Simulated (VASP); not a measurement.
# HfH6 (Pm-3m) in VASP: further runs, part 2 of 2

VASP 6.6.1. The steps go on from the part before.

## 4. Relaxation of cell and atoms, PBE

INCAR

```
  PREC = Accurate
  ENCUT = 600
  EDIFF = 1E-6
  ISMEAR = 0
  SIGMA = 0.1
  LREAL = F
  LASPH = T
  NELM = 60
  ALGO = Normal
  ISIF = 3
  LWAVE = F
  LCHARG = F
  GGA = PE
  IBRION = 2
  NSW = 90
  EDIFFG = -0.04
```

KPOINTS

```
regular mesh
0
Gamma
  4 4 4
```

POSCAR

```
HfH6
1.0
    3.8056228900      0.0000000000      0.0000000000
    0.0000000000      3.8056228900      0.0000000000
    0.0000000000      0.0000000000      3.8056228900
Hf H
1 6
Direct
    0.0000000000      0.0000000000      0.0000000000
    0.3818061700      0.0000000000      0.0000000000
    0.6181938300      0.0000000000      0.0000000000
    0.0000000000      0.3818061700      0.0000000000
    0.0000000000      0.6181938300      0.0000000000
    0.0000000000      0.0000000000      0.3818061700
    0.0000000000      0.0000000000      0.6181938300
```

Run with:

```console
$ cat potpaw_PBE.64/Hf_pv/POTCAR potpaw_PBE.64/H/POTCAR > POTCAR
$ mpirun -np 1 vasp_std > vasp.out
```

Run time: 87 s. Hardware: 1 thread of Intel Xeon Platinum 8259CL at 2.50GHz (Skylake/Cascade Lake), shared host; peak memory 0.17 GiB.

The run converged. Its results:

| Quantity | Value |
| --- | --- |
| Free energy | -24.8028 eV |
| Relaxed volume | 19.45 Å³/atom |
| Relaxed cell | a = 5.145 Å, b = 5.145 Å, c = 5.145 Å, α = 90.00°, β = 90.00°, γ = 90.00° |
| Space group after relaxing (to 0.05 Å) | Pm-3m (No. 221) |
| Energy gained by relaxing | 1428.1 meV/atom |
| Ionic steps | 12 |
| Pressure after relaxing | 0.1 GPa |
| Largest force after relaxing | 0.014 eV/Å |
| Band gap on the k mesh | zero (band 8 reaches -0.11 eV, above the bottom of band 9 at -2.62 eV) |

Forces in eV/Å, atoms in the order of the input:
```
Hf   0.000  0.000  0.000
H   -0.014  0.000  0.000
H    0.014  0.000  0.000
H    0.000 -0.014  0.000
H    0.000  0.014  0.000
H    0.000  0.000 -0.014
H    0.000  0.000  0.014
```

The path:
| step | energy change (eV) | largest force (eV/Å) | pressure (GPa) | volume (Å³) |
| --- | --- | --- | --- | --- |
| 1 | 0.0000 | 7.8350 | 61.43 | 55.12 |
| 2 | 142.2361 | 508.3367 | 161.55 | 82.88 |
| 3 | -2.2788 | 4.3230 | 55.23 | 55.69 |
| 4 | -2.5535 | 3.8529 | 53.77 | 56.07 |
| 5 | -4.0878 | 4.7931 | 42.02 | 61.40 |
| 6 | -4.1538 | 2.7810 | 43.06 | 60.39 |
| 7 | -7.8531 | 0.7834 | 11.36 | 86.12 |
| 8 | -8.7978 | 0.0302 | 10.22 | 100.69 |
| 9 | -9.9880 | 0.1433 | 0.47 | 134.58 |
| 10 | -9.9925 | 0.1051 | -0.17 | 137.53 |
| 11 | -9.9956 | 0.0568 | -0.04 | 136.80 |
| 12 | -9.9965 | 0.0141 | 0.09 | 136.16 |

Final structure:
```
Hf H
1.0
     5.14455    0.00000    0.00000
     0.00000    5.14455    0.00000
     0.00000    0.00000    5.14455
Hf H
1 6
Direct
  0.00000 0.00000 0.00000
  0.39479 0.00000 0.00000
  0.60521 0.00000 0.00000
  0.00000 0.39479 0.00000
  0.00000 0.60521 0.00000
  0.00000 0.00000 0.39479
  0.00000 0.00000 0.60521
```

Levels at points of the mesh, in eV from the Fermi level:
| k point | band 4 | band 5 | band 6 | band 7 | band 8 | band 9 | band 10 | band 11 | band 12 |
| --- | --- | --- | --- | --- | --- | --- | --- | --- | --- |
| (0.00, 0.00, 0.00) | -7.43 | -6.12 | -6.12 | 1.43 | 1.43 | 1.43 | 1.52 | 1.52 | 1.52 |
| (0.50, 0.00, 0.00) | -7.06 | -6.11 | -5.66 | -1.58 | 1.18 | 1.18 | 1.54 | 1.65 | 3.39 |
| (0.50, 0.50, 0.00) | -6.63 | -5.62 | -5.62 | -2.11 | -1.09 | 0.56 | 1.22 | 1.22 | 5.16 |
| (0.50, 0.50, 0.50) | -5.59 | -5.59 | -5.59 | -2.78 | -1.08 | -1.08 | 0.68 | 0.68 | 0.68 |

Caveat: the k points lie up to 0.31 Å⁻¹ apart in the final cell; the volume moved by over 15 % at a fixed basis, so the end points are rough; spin-orbit coupling is left out, which moves the levels of the heavy elements.

## 5. Single point, PBE

This run uses another cell than the first one, of 19.38 Å³/atom, 2.462 times its volume.

INCAR

```
ALGO = Normal ; EDIFF = 1E-6
ENCUT = 520 ; GGA = PE
ISIF = 2 ; ISMEAR = 0
LASPH = T ; LCHARG = F
LREAL = F ; LWAVE = F
NBANDS = 17 ; NELM = 80
PREC = Accurate ; SIGMA = 0.1
```

KPOINTS

```
k-points
0
Gamma
  8 8 8
```

POSCAR

```
HfH6
1.0
    5.1386501620      0.0000000000      0.0000000000
    0.0000000000      5.1386501620      0.0000000000
    0.0000000000      0.0000000000      5.1386501620
Hf H
1 6
Direct
    0.0000000000      0.0000000000      0.0000000000
    0.3985713095      0.0000000000      0.0000000000
    0.6014286905      0.0000000000      0.0000000000
    0.0000000000      0.3985713095      0.0000000000
    0.0000000000      0.6014286905      0.0000000000
    0.0000000000      0.0000000000      0.3985713095
    0.0000000000      0.0000000000      0.6014286905
```

Run with:

```console
$ cat potpaw_PBE.64/Hf_pv/POTCAR potpaw_PBE.64/H/POTCAR > POTCAR
$ mpirun -np 1 vasp_std > vasp.out
```

It took 61 s on 1 thread of Intel Xeon Platinum 8259CL at 2.50GHz (Skylake/Cascade Lake), shared host; peak memory 0.28 GiB.

It converged, with:

* Free energy: -25.1234 eV
* Pressure: -0.2 GPa
* Largest force: 0.014 eV/Å
* Band gap on the k mesh: zero (band 8 reaches 0.04 eV, above the bottom of band 9 at -2.40 eV)

Forces in eV/Å, atoms in the order of the input:
```
Hf   0.000  0.000  0.000
H    0.014  0.000  0.000
H   -0.014  0.000  0.000
H    0.000  0.014  0.000
H    0.000 -0.014  0.000
H    0.000  0.000  0.014
H    0.000  0.000 -0.014
```

Levels at points of the mesh, in eV from the Fermi level:
```csv
k point,band 6,band 7,band 8,band 9,band 10,band 11
"(0.00, 0.00, 0.00)",-7.05,0.83,0.83,0.83,0.91,0.91
"(0.50, 0.00, 0.00)",-6.64,-2.14,0.55,0.55,0.94,1.06
"(0.50, 0.50, 0.00)",-6.61,-2.70,-1.62,-0.11,0.59,0.59
"(0.50, 0.50, 0.50)",-6.57,-3.36,-1.60,-1.60,0.02,0.02
```

Caveat: spin-orbit coupling is left out, which moves the levels of the heavy elements.

## 6. Relaxation of cell and atoms, PBE

This run uses another cell than the first one, of 20.11 Å³/atom, 2.554 times its volume.

INCAR

```
SYSTEM = HfH6
  PREC = Accurate
  ENCUT = 600
  EDIFF = 1E-6
  ISMEAR = 0
  SIGMA = 0.1
  LREAL = .FALSE.
  LASPH = .TRUE.
  NELM = 100
  ALGO = Normal
  ISIF = 3
  LWAVE = .FALSE.
  LCHARG = .FALSE.
  GGA = PE
  IBRION = 2
  NSW = 100
  EDIFFG = -0.01
```

KPOINTS

```
Automatic mesh
0
G
  8 8 8
  0 0 0
```

POSCAR

```
HfH6
1.0
    5.2019492680      0.0000000000      0.0000000000
    0.0000000000      5.2019492680      0.0000000000
    0.0000000000      0.0000000000      5.2019492680
Hf H
1 6
Direct
    0.0000000000      0.0000000000      0.0000000000
    0.3944144343      0.0000000000      0.0000000000
    0.6055855657      0.0000000000      0.0000000000
    0.0000000000      0.3944144343      0.0000000000
    0.0000000000      0.6055855657      0.0000000000
    0.0000000000      0.0000000000      0.3944144343
    0.0000000000      0.0000000000      0.6055855657
```

Potentials or basis: VASP PAW PBE potentials, release 64 (Hf_pv, H).

Run with:

```console
$ cat potpaw_PBE.64/Hf_pv/POTCAR potpaw_PBE.64/H/POTCAR > POTCAR
$ mpirun -np 1 vasp_std > vasp.out
```

It took 3.1 min on 1 thread of Intel Xeon Platinum 8259CL at 2.50GHz (Skylake/Cascade Lake), shared host; peak memory 0.32 GiB.

The run converged. Its results:

```yaml
Free_energy: -25.1268 eV
Relaxed_volume: 19.26 Å³/atom
Relaxed_cell: a = 5.128 Å, b = 5.128 Å, c = 5.128 Å, α = 90.00°, β = 90.00°, γ = 90.00°
Space_group_after_relaxing_to_0.05_Å: Pm-3m (No. 221)
Energy_gained_by_relaxing: 3.9 meV/atom
Ionic_steps: 6
Pressure_after_relaxing: 0.0 GPa
Largest_force_after_relaxing: 0.005 eV/Å
Band_gap_on_the_k_mesh: zero (band 8 reaches 0.08 eV, above the bottom of band 9 at -2.36 eV)
```

Forces on the atoms (eV/Å):
```
Hf   0.000  0.000  0.000
H   -0.005  0.000  0.000
H    0.005  0.000  0.000
H    0.000 -0.005  0.000
H    0.000  0.005  0.000
H    0.000  0.000 -0.005
H    0.000  0.000  0.005
```

The path:
```
step  energy change (eV)  largest force (eV/Å)  pressure (GPa)  volume (Å³)
   1              0.0000                0.1209           -0.79       140.77
   2             -0.0129                0.1198           -0.58       138.75
   3             -0.0268                0.0315            0.12       134.31
   4             -0.0268                0.0365            0.10       134.45
   5             -0.0273                0.0101            0.06       134.69
   6             -0.0273                0.0049            0.03       134.83
```

Final structure:
```cif
data_structure
_symmetry_space_group_name_H-M 'P 1'
_symmetry_Int_Tables_number 1
_cell_length_a 5.1278
_cell_length_b 5.1278
_cell_length_c 5.1278
_cell_angle_alpha 90.000
_cell_angle_beta 90.000
_cell_angle_gamma 90.000
_cell_volume 134.83
loop_
_atom_site_label
_atom_site_type_symbol
_atom_site_fract_x
_atom_site_fract_y
_atom_site_fract_z
_atom_site_occupancy
Hf1 Hf 0.00000 0.00000 0.00000 1
H1 H 0.39883 0.00000 0.00000 1
H2 H 0.60117 0.00000 0.00000 1
H3 H 0.00000 0.39883 0.00000 1
H4 H 0.00000 0.60117 0.00000 1
H5 H 0.00000 0.00000 0.39883 1
H6 H 0.00000 0.00000 0.60117 1
```

Levels at points of the mesh, in eV from the Fermi level:
```
           k point  band 6  band 7  band 8  band 9  band 10  band 11
(0.00, 0.00, 0.00)   -7.08    0.85    0.85    0.85     0.93     0.93
(0.50, 0.00, 0.00)   -6.67   -2.12    0.55    0.55     0.95     1.09
(0.50, 0.50, 0.00)   -6.63   -2.68   -1.60   -0.11     0.60     0.60
(0.50, 0.50, 0.50)   -6.60   -3.35   -1.59   -1.59     0.02     0.02
```

Caveat: spin-orbit coupling is left out, which moves the levels of the heavy elements.

## 7. Summary

| task | cell | k mesh | cutoff (eV) | gap on the mesh (eV) | pressure (GPa) | relaxed volume (Å³/atom) | largest force (eV/Å) |
| --- | --- | --- | --- | --- | --- | --- | --- |
| single point | a = 3.806 Å, 7 atoms | 4 × 4 × 4 | 520 | none | 61.3 | - | 7.83 |
| single point | a = 5.202 Å, 7 atoms | 4 × 4 × 4 | 520 | none | -0.2 | - | 0.04 |
| relaxation of cell and atoms | relaxed from a = 3.806 Å, 7 atoms | 4 × 4 × 4 | 600 | none | 0.1 | 19.45 | 0.01 |
| single point | a = 5.139 Å, 7 atoms | 8 × 8 × 8 | 520 | none | -0.2 | - | 0.01 |
| relaxation of cell and atoms | relaxed from a = 5.202 Å, 7 atoms | 8 × 8 × 8 | 600 | none | 0.0 | 19.26 | - |

Alike in all rows: level PBE; potentials or basis VASP PAW PBE potentials, release 64 (Hf_pv, H); no spin polarisation; smearing gaussian 0.1 eV.

Caveats: some runs use coarse meshes; spin-orbit coupling is left out, which moves the levels of the heavy elements; forces of over 1 eV/Å act on the atoms, so gaps and moduli don't describe the material at rest (some runs); the volume moved by over 15 % at a fixed basis, so the end points are rough (some runs).

Absolute energies hang on the potentials; compare differences alone.
